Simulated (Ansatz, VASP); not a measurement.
One calculation of Hf, two programs

INCAR

```
SYSTEM = Hf
ALGO = Fast ; EDIFF = 1E-7
ENCUT = 520 ; ISIF = 2
ISMEAR = -1 ; LASPH = .True.
LCHARG = .False. ; LREAL = .False.
LWAVE = .False. ; NBANDS = 11
NELM = 100 ; PREC = Accurate
SIGMA = 0.05
```

KPOINTS

```
k-points
0
Gamma
  10 10 10
  0 0 0
```

The input POSCAR:

```
Hf
1.0
   -1.7681529262      1.7681529262      1.7681529262
    1.7681529262     -1.7681529262      1.7681529262
    1.7681529262      1.7681529262     -1.7681529262
Hf
1
Direct
    0.0000000000      0.0000000000      0.0000000000
```

File input.yaml:

```yaml
crystal:
  lattice:
    - [-1.7681529262, 1.7681529262, 1.7681529262]
    - [1.7681529262, -1.7681529262, 1.7681529262]
    - [1.7681529262, 1.7681529262, -1.7681529262]
  atoms:
    - { symbol: Hf, position: [0.0, 0.0, 0.0] }
kpoints:
  mp_grid: { grid: [10, 10, 10] }
scf:
  occupations: { method: fermi_dirac, width: 0.05 }
hamiltonian:
  xc: lda
  pseudopotentials: { kind: all_electron, lapw: { basis_error: 0.001 } }
output:
  forces: true
  stress: true
  eigenvalues: true
```

Change from the starting cell: volume scaled by 0.94.

Alike in both runs: task single point; functional LDA; k mesh 10 × 10 × 10; occupations fermi-dirac, width 0.05 eV; no spin polarisation.

```csv
,VASP,Ansatz
version,VASP 6.6.1,Ansatz 0.2.0
potentials or method,"VASP PAW LDA potentials, release 64 (Hf_pv), cutoff 520 eV","all-electron LAPW, scalar-relativistic"
```

```csv
,VASP,Ansatz,Ansatz less VASP
gap on the k mesh at the Fermi level (eV),none,none,-
pressure (GPa),-7.8,-7.8,-0.08
```

LDA's correlation is that of Perdew and Zunger in VASP and of Perdew and Wang (1992) in Ansatz. A gap of «none» marks a metal or a gap that the smearing closes. Ansatz ran all-electron here, and VASP with PAW potentials.

Neither program's run includes spin-orbit coupling.
